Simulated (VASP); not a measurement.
# LuB2Os2 (I4/mmm) in VASP: single point with PBE

Aim: the single point of LuB2Os2 with PBE.

Everything below comes from runs of VASP 6.6.1. Logs are shortened: lines on timing, memory, paths and dates and some standing lists are left out, and cuts for length are marked.

## Step 1: The cell of the first run

It takes space group I4/mmm (No. 139, tetragonal). The conventional cell has a = 3.801 Å, b = 3.801 Å, c = 8.833 Å, α = 90.00°, β = 90.00°, γ = 90.00°. Os (site symmetry -4m2) has 4 B at 2.20 Å and 4 Os at 2.69 Å and 4 Lu at 2.91 Å within 3.0 Å. Lu (site symmetry 4/mmm) has 10 B at 2.91 to 3.31 Å and 8 Os at 2.91 Å and 4 Lu at 3.80 Å within 3.9 Å. B (site symmetry 4mm) has 4 Os at 2.20 Å and 1 B at 2.21 Å and 4 Lu at 2.91 Å within 3.0 Å.

## Step 2: Single point, PBE

POSCAR

```
LuB2Os2
1.0
    0.0000000000      3.8012730000      0.0000000000
    3.8012730000      0.0000000000      0.0000000000
    1.9006370000      1.9006370000     -4.4167180000
Os Lu B
2 1 2
Direct
    0.7500000000      0.2500000000      0.5000000000
    0.2500000000      0.7500000000      0.5000000000
    0.0000000000      0.0000000000      0.0000000000
    0.3750000000      0.3750000000      0.2500000000
    0.6250000000      0.6250000000      0.7500000000
```

INCAR.step1

```
PREC = Accurate
ENCUT = 520
EDIFF = 1E-6
ISMEAR = -1
SIGMA = 0.1
LREAL = F
LASPH = T
NELM = 100
ALGO = Normal
ISIF = 2
LWAVE = F
LCHARG = T
LMAXMIX = 4
GGA = PE
NBANDS = 32
```

KPOINTS.step1

```
Automatic mesh
0
Gamma
  10 10 10
```

INCAR.step2

```
PREC = Accurate
ENCUT = 520
EDIFF = 1E-6
ISMEAR = -5
SIGMA = 0.1
LREAL = F
LASPH = T
NELM = 100
ALGO = Normal
ISIF = 2
LWAVE = F
LCHARG = F
LMAXMIX = 4
GGA = PE
LORBIT = 11
NEDOS = 1001
ICHARG = 11
```

KPOINTS.step2

```
Automatic mesh
0
Gamma
  15 15 15
```

Potentials or basis: VASP PAW PBE potentials, release 64 (Os, Lu, B).

Run with:

```console
> cat potpaw_PBE.64/Os/POTCAR potpaw_PBE.64/Lu/POTCAR potpaw_PBE.64/B/POTCAR > POTCAR
> cp INCAR.step1 INCAR
> cp KPOINTS.step1 KPOINTS
> mpirun -np 1 vasp_std > vasp.out
> cp INCAR.step2 INCAR
> cp KPOINTS.step2 KPOINTS
> mpirun -np 1 vasp_std > vasp.out
```

OUTCAR:

```text
PREC = Accurate
   ENCUT = 520
   EDIFF = 1E-6
   ISMEAR = -5
   LREAL = F
   LASPH = T
   NELM = 100
   ISIF = 2
   GGA = PE
   LORBIT = 11
   ICHARG = 11

 ion  position               nearest neighbor table
   1  0.750  0.250  0.500-   4 2.20   5 2.20   5 2.20   4 2.20   2 2.69   2 2.69   2 2.69   2 2.69
                             3 2.91   3 2.91   3 2.91   3 2.91
   2  0.250  0.750  0.500-   4 2.20   5 2.20   5 2.20   4 2.20   1 2.69   1 2.69   1 2.69   1 2.69
                             3 2.91   3 2.91   3 2.91   3 2.91
   3  0.000  0.000  0.000-   5 2.91   4 2.91   5 2.91   4 2.91   4 2.91   5 2.91   5 2.91   4 2.91
                             1 2.91   2 2.91   2 2.91   1 2.91   2 2.91   1 2.91   2 2.91   1 2.91
   4  0.375  0.375  0.250-   2 2.20   1 2.20   1 2.20   2 2.20   3 2.91   3 2.91   3 2.91   3 2.91

   5  0.625  0.625  0.750-   2 2.20   1 2.20   1 2.20   2 2.20   3 2.91   3 2.91   3 2.91   3 2.91

  LATTYP: Found a body centered tetragonal cell.
 ALAT       =     3.8012730000
 C/A-ratio  =     2.3238099447

  Lattice vectors:

 A1 = (  -1.9006370000,   1.9006360000,   4.4167180000)
 A2 = (   1.9006360000,  -1.9006370000,   4.4167180000)
 A3 = (   1.9006370000,   1.9006370000,  -4.4167180000)

Analysis of symmetry for initial positions (statically):
=====================================================================
 Subroutine PRICEL returns:
 Original cell was already a primitive cell.

 Routine SETGRP: Setting up the symmetry group for a
 body centered tetragonal supercell.

 Subroutine GETGRP returns: Found 16 space group operations
 (whereof 16 operations were pure point group operations)
 out of a pool of 16 trial point group operations.

The static configuration has the point symmetry D_4h.

Analysis of symmetry for dynamics (positions and initial velocities):
=====================================================================
 Subroutine PRICEL returns:
 Original cell was already a primitive cell.

 Routine SETGRP: Setting up the symmetry group for a
 body centered tetragonal supercell.

 Subroutine GETGRP returns: Found 16 space group operations
 (whereof 16 operations were pure point group operations)
 out of a pool of 16 trial point group operations.

The dynamic configuration has the point symmetry D_4h.

 Subroutine INISYM returns: Found 16 space group operations
 (whereof 16 operations are pure point group operations),
 and found     1 'primitive' translations

----------------------------------------------------------------------------------------

                                     Primitive cell

  volume of cell :      63.8201

  direct lattice vectors                    reciprocal lattice vectors
     0.000000000  3.801273000  0.000000000     0.000000000  0.263069766  0.113206261
     3.801273000  0.000000000  0.000000000     0.263069766  0.000000000  0.113206261
     1.900637000  1.900637000 -4.416718000     0.000000000  0.000000000 -0.226412463

  length of vectors
     3.801273000  3.801273000  5.170322998     0.286393714  0.286393714  0.226412463

  position of ions in fractional coordinates (direct lattice)
     0.750000000  0.250000000  0.500000000
     0.250000000  0.750000000  0.500000000
     0.000000000  0.000000000  0.000000000
     0.375000000  0.375000000  0.250000000
     0.625000000  0.625000000  0.750000000

  ion indices of the primitive-cell ions
   primitive index   ion index
                 1           1
                 2           2
                 3           3
                 4           4
                 5           5

----------------------------------------------------------------------------------------

 KPOINTS: Automatic mesh

Automatic generation of k-mesh.
 Grid dimensions read from file:
 generate k-points for:   15   15   15

 Generating k-lattice:

  Cartesian coordinates                     Fractional coordinates (reciprocal lattice)
     0.000000000  0.017537984  0.007547084     0.066666667  0.000000000  0.000000000
     0.017537984  0.000000000  0.007547084     0.000000000  0.066666667  0.000000000
     0.000000000  0.000000000 -0.015094164     0.000000000  0.000000000  0.066666667

  Length of vectors
     0.019092914  0.019092914  0.015094164

  Shift w.r.t. Gamma in fractional coordinates (k-lattice)
     0.000000000  0.000000000  0.000000000

 TETIRR: Found   9700 inequivalent tetrahedra from    20250

 Subroutine IBZKPT returns following result:
 ===========================================

 Found    288 irreducible k-points:

 Following reciprocal coordinates:
            Coordinates               Weight
  0.000000  0.000000  0.000000      1.000000
  0.066667  0.000000 -0.000000      8.000000
  0.133333  0.000000 -0.000000      8.000000
  0.200000  0.000000  0.000000      8.000000
  0.266667  0.000000 -0.000000      8.000000
  0.333333  0.000000 -0.000000      8.000000
[... 16 lines left out ...]
  0.133333  0.133333 -0.000000      8.000000
  0.200000  0.133333  0.000000     16.000000
 [... further k-points ...]
   k-points           NKPTS =    288   k-points in BZ     NKDIM =    288   number of bands    NBANDS=     28
   number of dos      NEDOS =   1001   number of ions     NIONS =      5
   total plane-waves  NPLWV =  31360
   dimension x,y,z NGX =    28 NGY =   28 NGZ =   40
   dimension x,y,z NGXF=    56 NGYF=   56 NGZF=   80
   ions per type =               2   1   2
   NGX,Y,Z   is equivalent  to a cutoff of  12.25, 12.25, 12.86 a.u.
   NGXF,Y,Z  is equivalent  to a cutoff of  24.49, 24.49, 25.72 a.u.
 SYSTEM =  unknown system
   PREC   = accura    normal or accurate (medium, high low for compatibility)
   ISTART =      0    job   : 0-new  1-cont  2-samecut
   ICHARG =     11    charge: 1-file 2-atom 10-const
   ISPIN  =      1    spin polarized calculation?
   LNONCOLLINEAR =      F non collinear calculations
   LSORBIT =      F    spin-orbit coupling
   LASPH  =      T    aspherical Exc in radial PAW
   ENCUT  =  520.0 eV  38.22 Ry    6.18 a.u.   7.07  7.07  9.61*2*pi/ulx,y,z
   NELM   =    100;   NELMIN=  2; NELMDL=  0     # of ELM steps
   EDIFF  = 0.1E-05   stopping-criterion for ELM
   LREAL  =      F    real-space projection
   EDIFFG = 0.1E-04   stopping-criterion for IOM
   NSW    =      0    number of steps for IOM
   IBRION =     -1    ionic relax: 0-MD 1-quasi-New 2-CG
   NFREE  =      0    steps in history (QN), initial steepest desc. (CG)
   ISIF   =      2    stress and relaxation
   ISYM   =      2    0-nonsym 1-usesym 2-fastsym
   POTIM  = 0.5000    time-step for ionic-motion
   TEBEG  =    0.0;   TEEND  =   0.0 temperature during run
   PSTRESS=    0.0 pullay stress
   NELECT =      47.0000    total number of electrons
   NUPDOWN=      -1.0000    fix difference up-down
   EMIN   =  10.00;   EMAX   =-10.00  energy-range for DOS
   EFERMI =   0.00;   METHOD = LEGACY
   ISMEAR =    -5;   SIGMA  =   0.10  broadening in eV -4-tet -1-fermi 0-gaus
   EFERMI_NEDOS =   21; number of points for ismear=-14 and -15
   IALGO  =     38    algorithm
   IMIX   =      4    mixing-type and parameters
     AMIX     =   0.40;   BMIX     =  1.00
     AMIX_MAG =   1.60;   BMIX_MAG =  1.00
  volume/ion in A,a.u.               =      12.76        86.14
  Fermi-wavevector in a.u.,A,eV,Ry     =   1.478387  2.793747 29.737283  2.185629
  Thomas-Fermi vector in A             =   2.592674
   LORBIT       =     11    0 simple, 1 ext, 2 COOP (PROOUT), +10 PAW based schemes
   GGA     = PE    functional components
   LHFCALC =     F    Hartree Fock is set to
   AEXX    =    0.0000 exact exchange contribution
   IVDW    =     0    specifies the selected vdW correction
   LEPSILON=     F    determine dielectric tensor
   LRPA    =     F    only Hartree local field effects (RPA)
 non-spin polarized calculation
 Fermi weights with tetrahedron method with Bloechl corrections
  energy-cutoff  :      520.00
  volume of cell :       63.82
 maximum number of plane-waves:      1731

 number of electron      46.9999995 magnetization

 Free energy of the ion-electron system (eV)
  ---------------------------------------------------
  ext. energy  EPLUGINS =         0.00000000
  ---------------------------------------------------
  free energy    TOTEN  =       -41.90981517 eV

  energy without entropy =      -41.90981517  energy(sigma->0) =      -41.90981517

 E-fermi :   6.4086     XC(G=0): -12.9395

 val. band max:        6.4688117611   @ k =  -0.3333   0.3333   0.1333
 cond. band min:       6.3616762516   @ k =  -0.2667   0.2667   0.0000
 fundamental gap:     -0.1071355094
 Fermi energy:         6.4085571790

 k-point     1 :       0.0000    0.0000    0.0000
  band No.  band energies     occupation
      1     -48.9446      2.00000
      2     -19.6808      2.00000
      3     -19.6733      2.00000
      4     -19.6733      2.00000
      5      -4.8269      2.00000
      6      -1.8447      2.00000
[... 20 lines left out ...]
     27      10.2726      0.00000
     28      11.3203      0.00000

 k-point     2 :       0.0667    0.0000   -0.0000
  band No.  band energies     occupation
      1     -48.9444      2.00000
      2     -19.6811      2.00000
      3     -19.6785      2.00000
      4     -19.6726      2.00000
      5      -4.7563      2.00000
      6      -1.8141      2.00000
[... 20 lines left out ...]
     27      10.2338      0.00000
     28      10.7624      0.00000

 k-point     3 :       0.1333    0.0000   -0.0000
  band No.  band energies     occupation
      1     -48.9440      2.00000
      2     -19.6933      2.00000
      3     -19.6816      2.00000
      4     -19.6706      2.00000
      5      -4.5488      2.00000
      6      -1.7276      2.00000
[... 616 lines left out ...]
      3     -19.6875      2.00000
      4     -19.6836      2.00000
      5      -4.2205      2.00000
      6      -1.6842      2.00000
[... 20 lines left out ...]
     27       9.4945      0.00000
     28      10.1622      0.00000

 k-point    24 :       0.2000    0.1333    0.0000
  band No.  band energies     occupation
      1     -48.9428      2.00000
      2     -19.7118      2.00000
      3     -19.6879      2.00000
      4     -19.6839      2.00000
      5      -3.8834      2.00000
      6      -1.5923      2.00000
[... 20 lines left out ...]
     27       9.3452      0.00000
     28      10.2003      0.00000

 [... further k-points ...]
[... 5 lines left out ...]
  --------------------------------------------------------------------------------------
  -------------------------------------------------------------------------------------
  Total        3.5719273      3.5719273      5.7205707      0.0000000     -0.0000006     -0.0000006
  in kB       89.6716991     89.6716991    143.6124683      0.0000000     -0.0000163     -0.0000163
  external PRESSURE =     107.6519555 kB  Pullay stress =       0.0000000 kB

 VOLUME and BASIS-vectors are now :
 -----------------------------------------------------------------------------
  energy-cutoff  :      520.00
  volume of cell :       63.82
      direct lattice vectors                 reciprocal lattice vectors
     0.000000000  3.801273000  0.000000000     0.000000000  0.263069766  0.113206261
     3.801273000  0.000000000  0.000000000     0.263069766  0.000000000  0.113206261
     1.900637000  1.900637000 -4.416718000     0.000000000  0.000000000 -0.226412463

 POSITION                                       TOTAL-FORCE (eV/Angst)
 -----------------------------------------------------------------------------------
      1.90064      3.80127     -2.20836         0.000000     -0.000000     -0.000000
      3.80127      1.90064     -2.20836        -0.000000      0.000000     -0.000000
      0.00000      0.00000      0.00000        -0.000000     -0.000000     -0.000000
      1.90064      1.90064     -1.10418        -0.000000     -0.000000      0.414326
      3.80127      3.80127     -3.31254         0.000000      0.000000     -0.414326
 -----------------------------------------------------------------------------------
    total drift:                                0.000000      0.000000      0.000000

  FREE ENERGIE OF THE ION-ELECTRON SYSTEM (eV)
  ---------------------------------------------------
  free  energy   TOTEN  =       -41.9098151697 eV

  energy  without entropy=      -41.9098151697  energy(sigma->0) =      -41.90981517

 total charge

# of ion       s       p       d       f       tot
--------------------------------------------------
    1        0.691   0.810   6.241   0.000   7.741
    2        0.691   0.810   6.241   0.000   7.741
    3        2.261   6.123   0.978  14.024  23.386
    4        0.675   1.111   0.000   0.000   1.785
    5        0.675   1.111   0.000   0.000   1.785
--------------------------------------------------
tot          4.992   9.964  13.459  14.024  42.439
```

Run time: 7.1 min. Hardware: 1 thread of Intel Xeon Platinum 8488C (Sapphire Rapids), shared host; peak memory 0.63 GiB.

What came out:

* Valence electrons inside the program's atomic spheres: Os 7.74; Lu 23.39; B 1.78

Caveat: spin-orbit coupling is left out, which moves the levels of the heavy elements.
